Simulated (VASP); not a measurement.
The system is Be2C.

```
C Be
1.0
     0.00000    2.15336    2.15336
     2.15336    0.00000    2.15336
     2.15336    2.15336    0.00000
C Be
1 2
Direct
  0.00000 0.00000 0.00000
  0.25000 0.25000 0.25000
  0.75000 0.75000 0.75000
```

This cell differs from its parent crystal: strain -0.3%.

Base run:

| Property | Result |
| --- | --- |
| Program | VASP 6.6.1 |
| Functional | PBE |
| Potentials or basis | VASP PAW PBE potentials, release 64 (C, Be) |
| Cutoff | 600 eV |
| k mesh | 10 × 10 × 10 |
| Occupations | fermi-dirac, width 0.02 eV |
| Spin | no spin polarisation |

Its results: band gap on the k mesh 1.16 eV (least direct gap 4.16 eV); pressure 3.4 GPa.

**Question.** The run is repeated on the same cell with these changes: functional from PBE to r2SCAN; cutoff from 600 eV to 660 eV; occupations from fermi-dirac, width 0.02 eV to gaussian, width 0.01 eV. What comes out?

**Answer.** Band gap on the k mesh 1.53 eV (least direct gap 4.65 eV); pressure 2.9 GPa.

Caveats: the cell stands under pressure (at least some runs); the PAW data sets were made with another functional, which shifts forces and pressure a little (at least some runs).

A k mesh can miss the band edges.
